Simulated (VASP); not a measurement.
# Mg2O (P6/mmm) in VASP: further runs

Mg2O is run at these levels: PBE; tasks: single point.

Everything below comes from runs of VASP 6.6.1. Logs are shortened: lines on timing, memory, paths and dates and some standing lists are left out, and cuts for length are marked.

## Step 1: The cell of the first run

It takes space group P6/mmm (No. 191, hexagonal). Conventional cell: a = 4.437 Å, b = 4.437 Å, c = 3.022 Å, α = 90.00°, β = 90.00°, γ = 120.00°. Mg (site symmetry -6m2) has 5 Mg at 2.56 to 3.02 Å and 6 O at 2.97 Å within 3.4 Å. Within 3.9 Å of O (site symmetry 6/mmm) lie 12 Mg at 2.97 Å and 2 O at 3.02 Å.

The cell was generated, and may not be a known phase.

## Step 2: Single point, PBE

The input, INCAR:

```
SYSTEM = Mg2O
PREC     = Accurate       ! precision mode
ENCUT    = 600            ! plane-wave cutoff, eV
EDIFF    = 1E-6           ! SCF threshold, eV
ISMEAR   = 0              ! smearing method
SIGMA    = 0.2            ! smearing width, eV
LREAL    = .False.        ! projectors in reciprocal space
LASPH    = .True.         ! aspherical terms in the spheres
NELM     = 120            ! most SCF steps
ALGO     = Normal         ! electronic algorithm
ISIF     = 2              ! what is computed and relaxed
LWAVE    = .False.        ! write WAVECAR
LCHARG   = .False.        ! write CHGCAR
GGA      = PE             ! functional
NBANDS   = 12             ! bands
GGA_COMPAT= .False.
```

The input, KPOINTS:

```
Automatic mesh
0
Gamma
  7 7 5
  0 0 0
```

The input, POSCAR:

```
Mg2O
1.0
    4.4367122032     -0.0000000037      0.0000000000
   -2.2183560984      3.8423054791      0.0000000000
    0.0000000000      0.0000000000      3.0219878585
Mg O
2 1
Direct
    0.3333333333      0.6666666667      0.5000000000
    0.6666666667      0.3333333333      0.5000000000
    0.0000000000      0.0000000000      0.0000000000
```

Potentials or basis: VASP PAW PBE potentials, release 64 (Mg, O).

Run with:

```console
> cat potpaw_PBE.64/Mg/POTCAR potpaw_PBE.64/O/POTCAR > POTCAR
> mpirun -np 1 vasp_std > vasp.out
```

OUTCAR:

```text
SYSTEM = Mg2O
   PREC = Accurate
   ENCUT = 600
   EDIFF = 1E-6
   ISMEAR = 0
   LREAL = .False.
   LASPH = .True.
   NELM = 120
   ISIF = 2
   GGA = PE

 ion  position               nearest neighbor table
   1  0.333  0.667  0.500-   2 2.56   2 2.56   2 2.56
   2  0.667  0.333  0.500-   1 2.56   1 2.56   1 2.56
   3  0.000  0.000  0.000-

  LATTYP: Found a hexagonal cell.
 ALAT       =     4.4367122032
 C/A-ratio  =     0.6811322709

  Lattice vectors:

 A1 = (   4.4367122032,  -0.0000000037,   0.0000000000)
 A2 = (  -2.2183560984,   3.8423054791,   0.0000000000)
 A3 = (   0.0000000000,   0.0000000000,   3.0219878585)

Analysis of symmetry for initial positions (statically):
=====================================================================
 Subroutine PRICEL returns:
 Original cell was already a primitive cell.

 Routine SETGRP: Setting up the symmetry group for a
 hexagonal supercell.

 Subroutine GETGRP returns: Found 24 space group operations
 (whereof 24 operations were pure point group operations)
 out of a pool of 24 trial point group operations.

The static configuration has the point symmetry D_6h.

Analysis of symmetry for dynamics (positions and initial velocities):
=====================================================================
 Subroutine PRICEL returns:
 Original cell was already a primitive cell.

 Routine SETGRP: Setting up the symmetry group for a
 hexagonal supercell.

 Subroutine GETGRP returns: Found 24 space group operations
 (whereof 24 operations were pure point group operations)
 out of a pool of 24 trial point group operations.

The dynamic configuration has the point symmetry D_6h.

 Subroutine INISYM returns: Found 24 space group operations
 (whereof 24 operations are pure point group operations),
 and found     1 'primitive' translations

----------------------------------------------------------------------------------------

                                     Primitive cell

  volume of cell :      51.5164

  direct lattice vectors                    reciprocal lattice vectors
     4.436712203 -0.000000004  0.000000000     0.225392127  0.130130205  0.000000000
    -2.218356098  3.842305479  0.000000000     0.000000000  0.260260410  0.000000000
[... 86 lines left out ...]
   EDIFF  = 0.1E-05   stopping-criterion for ELM
   LREAL  =      F    real-space projection
[... 7 lines left out ...]
   TEBEG  =    0.0;   TEEND  =   0.0 temperature during run
   PSTRESS=    0.0 pullay stress
   NELECT =      10.0000    total number of electrons
   NUPDOWN=      -1.0000    fix difference up-down
   EMIN   =  10.00;   EMAX   =-10.00  energy-range for DOS
   EFERMI =   0.00;   METHOD = LEGACY
   ISMEAR =     0;   SIGMA  =   0.20  broadening in eV -4-tet -1-fermi 0-gaus
   EFERMI_NEDOS =   21; number of points for ismear=-14 and -15
   IALGO  =     38    algorithm
   IMIX   =      4    mixing-type and parameters
     AMIX     =   0.40;   BMIX     =  1.00
     AMIX_MAG =   1.60;   BMIX_MAG =  1.00
  volume/ion in A,a.u.               =      17.17       115.88
  Fermi-wavevector in a.u.,A,eV,Ry     =   0.947893  1.791259 12.224863  0.898502
  Thomas-Fermi vector in A             =   2.076030
   LORBIT       =      0    0 simple, 1 ext, 2 COOP (PROOUT), +10 PAW based schemes
   GGA     = PE    functional components
   LHFCALC =     F    Hartree Fock is set to
   AEXX    =    0.0000 exact exchange contribution
   IVDW    =     0    specifies the selected vdW correction
   LEPSILON=     F    determine dielectric tensor
   LRPA    =     F    only Hartree local field effects (RPA)
 non-spin polarized calculation
 Gauss-broadening in eV      SIGMA  =   0.20
  energy-cutoff  :      600.00
  volume of cell :       51.52
 maximum number of plane-waves:      1733
 NGX is ok and might be reduce to    36
   NGX = 17   NGY = 17   NGZ = 13

 number of electron      10.0000000 magnetization

 number of electron       9.9999999 magnetization

 Free energy of the ion-electron system (eV)
  ---------------------------------------------------
  ext. energy  EPLUGINS =         0.00000000
  ---------------------------------------------------
  free energy    TOTEN  =        -7.05004918 eV

  energy without entropy =       -7.00889926  energy(sigma->0) =       -7.02947422

 E-fermi :   2.7759     XC(G=0):  -9.0359

 val. band max:        2.7730438817   @ k =   0.2857   0.1429   0.0000
 cond. band min:       2.7993203358   @ k =   0.2857   0.2857   0.4000
 fundamental gap:      0.0262764541
 Fermi energy:         2.7759479185

 k-point     1 :       0.0000    0.0000    0.0000
  band No.  band energies     occupation
      1     -14.0356      2.00000
      2      -2.4052      2.00000
      3      -0.0220      2.00000
      4      -0.0220      2.00000
      5       1.8576      2.00000
      6       4.4825      0.00000
      7       4.4825      0.00000
      8       6.5068      0.00000
      9      10.1306      0.00000
     10      10.1306      0.00000
     11      10.2837      0.00000
     12      12.6447      0.00000
[... 331 lines left out ...]
 k-point    24 :       0.2857    0.2857    0.4000
  band No.  band energies     occupation
      1     -13.6623      2.00000
      2      -0.7637      2.00000
      3      -0.3838      2.00000
      4      -0.2707      2.00000
      5       2.7993      0.86873
      6       3.3611      0.00004
      7       5.1278      0.00000
      8       5.7325      0.00000
      9       6.3048      0.00000
     10       9.2502      0.00000
     11      12.4612      0.00000
     12      12.4734      0.00000

------------------------ aborting loop because EDIFF is reached ----------------------------------------

  FORCE on cell =-STRESS in cart. coord.  units (eV):
  Direction    XX          YY          ZZ          XY          YZ          ZX
  --------------------------------------------------------------------------------------
  -------------------------------------------------------------------------------------
  Total        0.0058528      0.0058528     -0.0974508     -0.0000000      0.0000000      0.0000000
  in kB        0.1820234      0.1820234     -3.0307495     -0.0000000      0.0000000      0.0000000
  external PRESSURE =      -0.8889009 kB  Pullay stress =       0.0000000 kB

 VOLUME and BASIS-vectors are now :
 -----------------------------------------------------------------------------
  energy-cutoff  :      600.00
  volume of cell :       51.52
      direct lattice vectors                 reciprocal lattice vectors
     4.436712203 -0.000000004  0.000000000     0.225392127  0.130130205  0.000000000
    -2.218356098  3.842305479  0.000000000     0.000000000  0.260260410  0.000000000
     0.000000000  0.000000000  3.021987859     0.000000000  0.000000000  0.330908014

 POSITION                                       TOTAL-FORCE (eV/Angst)
 -----------------------------------------------------------------------------------
      0.00000      2.56154      1.51099         0.000000     -0.000000      0.000000
      2.21836      1.28077      1.51099        -0.000000      0.000000     -0.000000
      0.00000      0.00000      0.00000         0.000000     -0.000000     -0.000000
 -----------------------------------------------------------------------------------
    total drift:                               -0.000000     -0.000000      0.000000

  FREE ENERGIE OF THE ION-ELECTRON SYSTEM (eV)
  ---------------------------------------------------
  free  energy   TOTEN  =        -7.0500491797 eV

  energy  without entropy=       -7.0088992603  energy(sigma->0) =       -7.02947422
```

OSZICAR:

```text
N       E                     dE             d eps       ncg     rms          rms(c)
DAV:   1     0.239120285976E+02    0.23912E+02   -0.41013E+03   576   0.748E+02
DAV:   2    -0.733912262908E+01   -0.31251E+02   -0.27671E+02   740   0.109E+02
DAV:   3    -0.974414189545E+01   -0.24050E+01   -0.23931E+01   712   0.308E+01
DAV:   4    -0.975322759823E+01   -0.90857E-02   -0.90848E-02   632   0.216E+00
DAV:   5    -0.975327717602E+01   -0.49578E-04   -0.49577E-04   700   0.163E-01    0.910E+00
DAV:   6    -0.840673427681E+01    0.13465E+01   -0.38180E+01   608   0.275E+01    0.101E+01
DAV:   7    -0.718432954317E+01    0.12224E+01   -0.10579E+01   676   0.131E+01    0.159E+00
DAV:   8    -0.727865576553E+01   -0.94326E-01   -0.35793E+00   628   0.701E+00    0.296E+00
DAV:   9    -0.705056824970E+01    0.22809E+00   -0.12485E+00   624   0.357E+00    0.279E-01
DAV:  10    -0.705144831419E+01   -0.88006E-03   -0.13959E-02   604   0.886E-01    0.206E-01
DAV:  11    -0.705006527224E+01    0.13830E-02   -0.58922E-03   672   0.263E-01    0.476E-02
DAV:  12    -0.705005267638E+01    0.12596E-04   -0.39730E-04   620   0.107E-01    0.201E-02
DAV:  13    -0.705005318329E+01   -0.50691E-06   -0.83856E-05   676   0.438E-02    0.143E-02
DAV:  14    -0.705004924540E+01    0.39379E-05   -0.30205E-05   612   0.228E-02    0.257E-03
DAV:  15    -0.705004917968E+01    0.65715E-07   -0.35977E-07   320   0.458E-03
   1 F= -.70500492E+01 E0= -.70294742E+01  d E =-.411499E-01
```

Run time: 62 s. Hardware: 1 thread of Intel Xeon 8259CL, shared host; peak memory 0.15 GiB.

Results:

```yaml
Free_energy: -7.0500 eV
Pressure: -0.1 GPa
Band_gap_on_the_k_mesh: zero (bands 5 and 6 overlap by 0.09 eV)
```

Stress tensor (GPa, compression positive):
```
 0.02  0.00  0.00
 0.00  0.02  0.00
 0.00  0.00 -0.30
```

Levels at points of the mesh, in eV from the Fermi level:
| k point | band 1 | band 2 | band 3 | band 4 | band 5 | band 6 | band 7 | band 8 | band 9 | band 10 |
| --- | --- | --- | --- | --- | --- | --- | --- | --- | --- | --- |
| (0.00, 0.00, 0.00) | -16.81 | -5.18 | -2.80 | -2.80 | -0.92 | 1.71 | 1.71 | 3.73 | 7.35 | 7.35 |

Caveat: the k points lie up to 0.42 Å⁻¹ apart; semilocal functionals underestimate gaps, and a narrow one can read as zero.

## Step 3: Single point, PBE

This run uses another cell than the first one, of 26.09 Å³/atom.

The input, INCAR:

```
SYSTEM = Mg2O
PREC = Accurate ; ENCUT = 600
EDIFF = 1E-6 ; ISMEAR = 0
SIGMA = 0.2 ; LREAL = .False.
LASPH = .True. ; NELM = 120
ALGO = Normal ; ISIF = 2
LWAVE = .False. ; LCHARG = .False.
GGA = PE ; NBANDS = 12
GGA_COMPAT = .False.
```

The input, KPOINTS:

```
regular mesh
0
Gamma
  7 7 3
  0 0 0
```

The input, POSCAR:

```
Mg2O
1.0
    3.7513458962     -0.0000000035      0.0000000000
   -1.8756729450      3.2487608462      0.0000000000
    0.0000000000      0.0000000000      6.4223147071
Mg O
2 1
Direct
    0.0000000000      0.0000000000      0.2798084625
    0.0000000000      0.0000000000      0.7201915375
    0.0000000000      0.0000000000      0.0000000000
```

Potentials or basis: VASP PAW PBE potentials, release 64 (Mg, O).

Run with:

```console
> cat potpaw_PBE.64/Mg/POTCAR potpaw_PBE.64/O/POTCAR > POTCAR
> mpirun -np 1 vasp_std > vasp.out
```

Run time: 51 s. Hardware: 1 thread of Intel Xeon 8259CL, shared host; peak memory 0.18 GiB.

It converged, with:

| Property | Result |
| --- | --- |
| Free energy | -9.8896 eV |
| Pressure | 0.3 GPa |
| Largest force | 0.026 eV/Å |
| Band gap on the k mesh | 0.31 eV (least direct gap 0.49 eV) |

Forces in eV/Å, atoms in the order of the input:
```
Mg   0.000  0.000 -0.026
Mg   0.000  0.000  0.026
O    0.000  0.000  0.000
```

Stress tensor (GPa, compression positive):
```
 0.64  0.00  0.00
 0.00  0.64  0.00
 0.00  0.00 -0.26
```

Levels at points of the mesh, in eV from the valence-band top:
```csv
k point,band 1,band 2,band 3,band 4,band 5,band 6,band 7,band 8,band 9,band 10
"(0.00, 0.00, 0.00)",-15.84,-3.64,-3.21,-0.49,-0.49,1.49,3.61,8.85,8.85,9.83
```

A k mesh can miss the band edges.

The gap in the log of VASP goes by the Fermi energy; the results here count the filled bands.